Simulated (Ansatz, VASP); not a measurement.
BaTe: VASP beside Ansatz

File INCAR:

```
SYSTEM = BaTe
  PREC = Accurate
  ENCUT = 520
  EDIFF = 1E-6
  ISMEAR = 0
  SIGMA = 0.1
  LREAL = .False.
  LASPH = .True.
  NELM = 80
  ALGO = Normal
  ISIF = 2
  LWAVE = .False.
  LCHARG = .True.
  GGA = PS
  LELF = .True.
  LVHAR = .True.
  NBANDS = 15
```

The input KPOINTS:

```
regular mesh
0
Gamma
  4 4 4
  0 0 0
```

POSCAR

```
BaTe
1.0
    4.2624660000      0.0000000000      0.0000000000
    0.0000000000      4.2624660000      0.0000000000
    0.0000000000      0.0000000000      4.2624660000
Ba Te
1 1
Direct
    0.0000000000      0.0000000000      0.0000000000
    0.5000000000      0.5000000000      0.5000000000
```

Input for Ansatz:

```yaml
crystal:
  lattice:
    - [4.262466, 0.0, 0.0]
    - [0.0, 4.262466, 0.0]
    - [0.0, 0.0, 4.262466]
  atoms:
    - { symbol: Ba, position: [0.0, 0.0, 0.0] }
    - { symbol: Te, position: [0.5, 0.5, 0.5] }
basis:
  ecutwfc: 420
kpoints:
  mp_grid: { grid: [4, 4, 4] }
hamiltonian:
  xc: pbesol
scf:
  occupations: { method: gaussian, width: 0.1 }
output:
  forces: true
  stress: true
  eigenvalues: true
```

Alike in both runs: task single point; functional PBEsol; k mesh 4 × 4 × 4; occupations gaussian, width 0.1 eV; no spin polarisation.

|  | VASP | Ansatz |
| --- | --- | --- |
| version | VASP 6.6.1 | Ansatz 0.2.0 |
| potentials or method | VASP PAW PBE potentials, release 64 (Ba_sv, Te), cutoff 520 eV | scalar-relativistic, plane waves, PAW |
| valence electrons in the cell | 16 | 26 |

```csv
,VASP,Ansatz,Ansatz less VASP
gap on the k mesh at the Fermi level (eV),0.68,0.79,+0.104
least direct gap on the mesh (eV),0.87,0.97,+0.102
pressure (GPa),-1.6,-2.1,-0.48
```

VASP's potentials were made for PBE, not for PBEsol. VASP's potentials hold 16 valence electrons a cell and Ansatz's 26, so a difference there can come from the potentials and not from the codes.

Spin-orbit coupling is off throughout.
